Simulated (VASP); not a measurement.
# HgTe (Coloradoite) (F-43m) in VASP: single point with PBE

Aim: the single point of HgTe (Coloradoite) with PBE.

Everything below comes from runs of VASP 6.6.1. Logs are shortened: lines on timing, memory, paths and dates and some standing lists are left out, and cuts for length are marked.

## (1) The cell of the first run

Symmetry: F-43m, No. 216, cubic system. Conventional cell: a = 6.429 Å, b = 6.429 Å, c = 6.429 Å, α = 90.00°, β = 90.00°, γ = 90.00°. Hg (site symmetry -43m) has 4 Te at 2.78 Å within 3.7 Å. Te (site symmetry -43m) has 4 Hg at 2.78 Å within 3.7 Å.

## (2) Single point, PBE, non-collinear spin, zero start, spin-orbit coupling

The input, INCAR:

```
SYSTEM = HgTe
ALGO = Normal ; EDIFF = 1E-6
ENCUT = 520 ; GGA = PE
GGA_COMPAT = .FALSE. ; ISIF = 2
ISMEAR = -1 ; LASPH = .TRUE.
LCHARG = .FALSE. ; LORBIT = 11
LORBMOM = .TRUE. ; LREAL = .FALSE.
LSORBIT = .TRUE. ; LWAVE = .FALSE.
MAGMOM = 0 0 0 0 0 0 ; NBANDS = 30
NELM = 150 ; PREC = Accurate
SIGMA = 0.05
```

The input, KPOINTS:

```
k-points
0
G
  5 5 5
  0 0 0
```

The input, POSCAR:

```
HgTe
1.0
    0.0000000000      3.2145000000      3.2145000000
    3.2145000000      0.0000000000      3.2145000000
    3.2145000000      3.2145000000      0.0000000000
Hg Te
1 1
Direct
    0.0000000000      0.0000000000      0.0000000000
    0.7500000000      0.7500000000      0.7500000000
```

Potentials or basis: VASP PAW PBE potentials, release 64 (Hg, Te).

Launch:

```
> cat potpaw_PBE.64/Hg/POTCAR potpaw_PBE.64/Te/POTCAR > POTCAR
> mpirun -np 1 vasp_ncl > vasp.out
```

OUTCAR:

```text
SYSTEM = HgTe
   EDIFF = 1E-6
   ENCUT = 520
   GGA = PE
   ISIF = 2
   ISMEAR = -1
   LASPH = .TRUE.
   LORBIT = 11
   LREAL = .FALSE.
   LSORBIT = .TRUE.
   NELM = 150
   PREC = Accurate

 ion  position               nearest neighbor table
   1  0.000  0.000  0.000-   2 2.78   2 2.78   2 2.78   2 2.78
   2  0.750  0.750  0.750-   1 2.78   1 2.78   1 2.78   1 2.78

  LATTYP: Found a face centered cubic cell.
 ALAT       =     6.4290000000

  Lattice vectors:

 A1 = (   0.0000000000,   3.2145000000,   3.2145000000)
 A2 = (   3.2145000000,   0.0000000000,   3.2145000000)
 A3 = (   3.2145000000,   3.2145000000,   0.0000000000)

Analysis of symmetry for initial positions (statically):
=====================================================================
 Subroutine PRICEL returns:
 Original cell was already a primitive cell.

 Routine SETGRP: Setting up the symmetry group for a
 face centered cubic supercell.

 Subroutine GETGRP returns: Found 24 space group operations
 (whereof 24 operations were pure point group operations)
 out of a pool of 48 trial point group operations.

The static configuration has the point symmetry T_d .

Analysis of symmetry for dynamics (positions and initial velocities):
=====================================================================
 Subroutine PRICEL returns:
 Original cell was already a primitive cell.

 Routine SETGRP: Setting up the symmetry group for a
 face centered cubic supercell.

 Subroutine GETGRP returns: Found 24 space group operations
 (whereof 24 operations were pure point group operations)
 out of a pool of 48 trial point group operations.

The dynamic configuration has the point symmetry T_d .

Analysis of structural, dynamic, and magnetic symmetry:
=====================================================================
 Subroutine PRICEL returns:
 Original cell was already a primitive cell.

 Routine SETGRP: Setting up the symmetry group for a
 face centered cubic supercell.

 Subroutine GETGRP returns: Found 24 space group operations
 (whereof 24 operations were pure point group operations)
 out of a pool of 48 trial point group operations.

The overall configuration has the point symmetry T_d .

 Subroutine INISYM returns: Found 24 space group operations
 (whereof 24 operations are pure point group operations),
 and found     1 'primitive' translations

----------------------------------------------------------------------------------------

                                     Primitive cell

  volume of cell :      66.4309

  direct lattice vectors                    reciprocal lattice vectors
     0.000000000  3.214500000  3.214500000    -0.155545186  0.155545186  0.155545186
     3.214500000  0.000000000  3.214500000     0.155545186 -0.155545186  0.155545186
     3.214500000  3.214500000  0.000000000     0.155545186  0.155545186 -0.155545186

  length of vectors
     4.545989496  4.545989496  4.545989496     0.269412165  0.269412165  0.269412165

  position of ions in fractional coordinates (direct lattice)
     0.000000000  0.000000000  0.000000000
     0.750000000  0.750000000  0.750000000

  ion indices of the primitive-cell ions
   primitive index   ion index
                 1           1
                 2           2

----------------------------------------------------------------------------------------

 KPOINTS: k-points

Automatic generation of k-mesh.
 Grid dimensions read from file:
 generate k-points for:    5    5    5

 Generating k-lattice:

  Cartesian coordinates                     Fractional coordinates (reciprocal lattice)
    -0.031109037  0.031109037  0.031109037     0.200000000  0.000000000  0.000000000
     0.031109037 -0.031109037  0.031109037     0.000000000  0.200000000  0.000000000
[... 87 lines left out ...]

 number of electron      18.0000000 magnetization       0.0000000      0.0000000      0.0000000

 number of electron      18.0000000 magnetization      -0.0000000      0.0000000      0.0000000

 Free energy of the ion-electron system (eV)
  ---------------------------------------------------
  ext. energy  EPLUGINS =         0.00000000
  ---------------------------------------------------
  free energy    TOTEN  =        -3.92836484 eV

  energy without entropy =       -3.92722645  energy(sigma->0) =       -3.92779564

 E-fermi :   3.5338     XC(G=0):  -8.8119

 val. band max:        3.5335078902   @ k =   0.0000   0.0000   0.0000
 cond. band min:       4.0055720044   @ k =   0.4000   0.0000   0.0000
 fundamental gap:      0.4720641141
 Fermi energy:         3.5337896356

 k-point     1 :       0.0000    0.0000    0.0000
  band No.  band energies     occupation
      1      -8.8228      1.00000
      2      -8.8228      1.00000
      3      -5.0037      1.00000
      4      -5.0037      1.00000
      5      -5.0037      1.00000
      6      -5.0037      1.00000
[... 451 lines left out ...]
     29      13.3160      0.00000
     30      13.4393      0.00000

------------------------ aborting loop because EDIFF is reached ----------------------------------------

  FORCE on cell =-STRESS in cart. coord.  units (eV):
  Direction    XX          YY          ZZ          XY          YZ          ZX
  --------------------------------------------------------------------------------------
  -------------------------------------------------------------------------------------
  Total        1.8636833      1.8636833      1.8636833      0.0000000      0.0000000      0.0000000
  in kB       44.9482106     44.9482106     44.9482106      0.0000000      0.0000000      0.0000000
  external PRESSURE =      44.9482106 kB  Pullay stress =       0.0000000 kB

 VOLUME and BASIS-vectors are now :
 -----------------------------------------------------------------------------
  energy-cutoff  :      520.00
  volume of cell :       66.43
      direct lattice vectors                 reciprocal lattice vectors
     0.000000000  3.214500000  3.214500000    -0.155545186  0.155545186  0.155545186
     3.214500000  0.000000000  3.214500000     0.155545186 -0.155545186  0.155545186
     3.214500000  3.214500000  0.000000000     0.155545186  0.155545186 -0.155545186

 POSITION                                       TOTAL-FORCE (eV/Angst)
 -----------------------------------------------------------------------------------
      0.00000      0.00000      0.00000        -0.000000     -0.000000     -0.000000
      4.82175      4.82175      4.82175         0.000000      0.000000      0.000000
 -----------------------------------------------------------------------------------
    total drift:                               -0.000000     -0.000000     -0.000000

  FREE ENERGIE OF THE ION-ELECTRON SYSTEM (eV)
  ---------------------------------------------------
  free  energy   TOTEN  =        -3.9283648379 eV

  energy  without entropy=       -3.9272264510  energy(sigma->0) =       -3.92779564

 orbital moment (x)

 # of ion     p       d       tot
 ----------------------------------------
  1         0.000   0.000   0.000
  2         0.000   0.000   0.000
 ----------------------------------------
            0.000   0.000   0.000

 orbital moment (y)

 # of ion     p       d       tot
 ----------------------------------------
  1         0.000   0.000   0.000
  2        -0.000   0.000  -0.000
 ----------------------------------------
            0.000   0.000   0.000

 orbital moment (z)

 # of ion     p       d       tot
 ----------------------------------------
  1         0.000   0.000   0.000
  2         0.000  -0.000  -0.000
 ----------------------------------------
            0.000  -0.000  -0.000

 Spin-Orbit-Coupling matrix elements

 Ion:    1  E_soc:     -0.6029351
 l=   1
     0.0000000    -0.0332387    -0.0332387
    -0.0332387     0.0000000    -0.0332387
    -0.0332387    -0.0332387     0.0000000
 l=   2
     0.0000000    -0.0133808     0.0000000    -0.0133808    -0.0538697
    -0.0133808     0.0000000    -0.0404022    -0.0133808    -0.0134674
     0.0000000    -0.0404022     0.0000000    -0.0404022     0.0000000
    -0.0133808    -0.0133808    -0.0404022     0.0000000    -0.0134674
    -0.0538697    -0.0134674     0.0000000    -0.0134674     0.0000000
 l=   3
     0.0000000     0.0000000     0.0000000     0.0000000     0.0000000     0.0000000     0.0000000
     0.0000000     0.0000000     0.0000000     0.0000000     0.0000000     0.0000000     0.0000000
     0.0000000     0.0000000     0.0000000     0.0000000     0.0000000     0.0000000     0.0000000
     0.0000000     0.0000000     0.0000000     0.0000000     0.0000000     0.0000000     0.0000000
     0.0000000     0.0000000     0.0000000     0.0000000     0.0000000     0.0000000     0.0000000
     0.0000000     0.0000000     0.0000000     0.0000000     0.0000000     0.0000000     0.0000000
     0.0000000     0.0000000     0.0000000     0.0000000     0.0000000     0.0000000     0.0000000

 Ion:    2  E_soc:     -0.2147950
 l=   1
     0.0000000    -0.0356467    -0.0356467
    -0.0356467     0.0000000    -0.0356467
    -0.0356467    -0.0356467     0.0000000
 l=   2
     0.0000000    -0.0000601     0.0000000    -0.0000601    -0.0000923
    -0.0000601     0.0000000    -0.0000692    -0.0000601    -0.0000231
     0.0000000    -0.0000692     0.0000000    -0.0000692     0.0000000
    -0.0000601    -0.0000601    -0.0000692     0.0000000    -0.0000231
    -0.0000923    -0.0000231     0.0000000    -0.0000231     0.0000000
 l=   3
     0.0000000     0.0000000     0.0000000     0.0000000     0.0000000     0.0000000     0.0000000
     0.0000000     0.0000000     0.0000000     0.0000000     0.0000000     0.0000000     0.0000000
     0.0000000     0.0000000     0.0000000     0.0000000     0.0000000     0.0000000     0.0000000
     0.0000000     0.0000000     0.0000000     0.0000000     0.0000000     0.0000000     0.0000000
     0.0000000     0.0000000     0.0000000     0.0000000     0.0000000     0.0000000     0.0000000
     0.0000000     0.0000000     0.0000000     0.0000000     0.0000000     0.0000000     0.0000000
     0.0000000     0.0000000     0.0000000     0.0000000     0.0000000     0.0000000     0.0000000

 total charge

# of ion       s       p       d       tot
------------------------------------------
    1        0.751   0.446   9.358  10.555
    2        1.366   1.990   0.035   3.392
--------------------------------------------------
tot          2.117   2.436   9.393  13.947

 magnetization (x)

# of ion       s       p       d       tot
------------------------------------------
    1       -0.000   0.000   0.000  -0.000
    2        0.000   0.000  -0.000   0.000
--------------------------------------------------
tot         -0.000   0.000   0.000   0.000

 magnetization (y)

# of ion       s       p       d       tot
------------------------------------------
    1       -0.000   0.000   0.000  -0.000
    2        0.000   0.000   0.000   0.000
--------------------------------------------------
tot         -0.000   0.000   0.000  -0.000

 magnetization (z)

# of ion       s       p       d       tot
------------------------------------------
    1       -0.000  -0.000   0.000  -0.000
    2        0.000   0.000   0.000   0.000
--------------------------------------------------
tot         -0.000  -0.000   0.000  -0.000
```

Run time: 2.4 min. Hardware: 1 thread of Intel Xeon 8259CL, shared host; peak memory 0.39 GiB.

What came out:

| Quantity | Value |
| --- | --- |
| Free energy | -3.9284 eV |
| Pressure | 4.5 GPa |
| Net moment | 0.00 μB per cell |
| Valence electrons inside the program's atomic spheres | Hg 10.55; Te 3.39 |

Moments on the atoms (μB; x, y, z):
```
Hg  0.00 0.00 0.00
Te  0.00 0.00 0.00
```
